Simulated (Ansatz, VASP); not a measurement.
This is a calculation of HgTe for Ansatz 0.2.0.

Contents of input.yaml:

```yaml
crystal:
  lattice:
    - [-3.045603, 3.045603, 1.55941]
    - [3.045603, -3.045603, 1.55941]
    - [3.045603, 3.045603, -1.55941]
  atoms:
    - { symbol: Hg, position: [0.75, 0.25, 0.5] }
    - { symbol: Te, position: [0.0, 0.0, 0.0] }
hamiltonian:
  xc: pbesol
  pseudopotentials: { kind: paw }
kpoints:
  mp_grid: { grid: [10, 10, 10] }
scf:
  occupations: { method: fermi_dirac, width: 0.05 }
output:
  forces: true
  stress: true
  eigenvalues: true
relax:
  f_tol: 0.01
  max_steps: 40
  cell: { stress_tol: 0.05 }
```

Potentials or basis: Ansatz PAW.

The run is started by

```console
$ ansatz run input.yaml --threads 2 --pin off --max-ram 5632MiB --backend cpu --events-out ev --progress --plain --runs-dir out
```

**Question.** Translate it to VASP 6.6.1. Potentials there: VASP PAW PBE potentials, release 64 (Hg, Te).

**Answer.** As run (the cutoff follows the program's own potentials):

INCAR

```
SYSTEM = HgTe
PREC = Accurate
ENCUT = 600
EDIFF = 1E-6
ISMEAR = -1
SIGMA = 0.05
LREAL = .FALSE.
LASPH = .TRUE.
NELM = 80
ALGO = Normal
ISIF = 3
LWAVE = .FALSE.
LCHARG = .FALSE.
GGA = PS
IBRION = 2
NSW = 60
EDIFFG = -0.01
```

KPOINTS

```
regular mesh
0
G
  10 10 10
  0 0 0
```

File POSCAR:

```
HgTe
1.0
   -3.0456030000      3.0456030000      1.5594100000
    3.0456030000     -3.0456030000      1.5594100000
    3.0456030000      3.0456030000     -1.5594100000
Hg Te
1 1
Direct
    0.7500000000      0.2500000000      0.5000000000
    0.0000000000      0.0000000000      0.0000000000
```

Potentials or basis: VASP PAW PBE potentials, release 64 (Hg, Te).

Run with:

```sh
$ cat potpaw_PBE.64/Hg/POTCAR potpaw_PBE.64/Te/POTCAR > POTCAR
$ mpirun -np 1 vasp_std > vasp.out
```

Both were run:

|  | VASP | Ansatz | Ansatz less VASP |
| --- | --- | --- | --- |
| gap on the k mesh at the Fermi level, each at its own relaxed structure (eV) | none | none | - |
| relaxed volume (Å³/atom) | 26.68 | 26.60 | -0.080 |
| relaxed cell length with the largest relative difference (Å) | 4.387 | 4.382 | -0.0049 |

VASP's potentials were made for PBE, not for PBEsol. A gap of «none» marks a metal or a gap that the smearing closes. VASP's potentials hold 18 valence electrons a cell and Ansatz's 36, so a difference there can come from the potentials and not from the codes.

Spin-orbit coupling is off throughout. Noted on Ansatz's run: the plane-wave basis is chosen anew once the cell has moved, so the energies of steps on either side of that aren't comparable.
